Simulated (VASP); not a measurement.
# Hf4F: single point with PBE

Hf4F, a slab with vacuum:

```
CELL_PARAMETERS angstrom
3.20482 0.00000 0.00000
-1.60241 2.77545 0.00000
0.00000 0.00000 24.52815
ATOMIC_POSITIONS crystal
Hf 0.66667 0.33333 0.16308
Hf 0.33333 0.66667 0.26638
Hf 0.66667 0.33333 0.37330
Hf 0.33333 0.66667 0.47000
F 0.11111 0.88889 0.55520
```

```yaml
Program: VASP 6.6.1
Task: single point
Functional: PBE
Potentials_or_basis: VASP PAW PBE potentials, release 64 (Hf_pv, F)
Cutoff: 520 eV
k_mesh: 9 × 9 × 1
Occupations: gaussian, width 0.1 eV
Spin: no spin polarisation
Dipole_correction: yes
Further_INCAR_settings: ALGO = Normal; EDIFF = 1e-07; NBANDS = 32
```

```json
{"Largest force": "4.267 eV/Å", "Band gap on the k mesh": "zero (an odd number of electrons rules out a gap without spin polarisation)"}
```

Forces on the atoms (eV/Å):
```
Hf  -0.002  0.001  0.717
Hf   0.010 -0.006 -0.742
Hf  -0.006  0.004 -0.304
Hf  -0.354  0.204  4.247
F    0.353 -0.204 -3.918
```

Levels at points of the mesh, in eV from the Fermi level:
```
           k point  band 21  band 22  band 23  band 24  band 25  band 26  band 27  band 28
(0.00, 0.00, 0.00)    -0.12     0.28     0.71     0.90     0.97     1.15     1.16     1.28
```

Run time: 12 min on 1 thread of Intel(R) Xeon(R) Platinum 8259CL CPU @ 2.50GHz (Skylake/Cascade Lake), with other jobs on the host, peak memory 0.4 GiB.

Caveat: spin-orbit coupling is left out, which moves the levels of the heavy elements; an odd number of electrons without spin polarisation forces a metal; a magnetic or distorted state may lie lower.
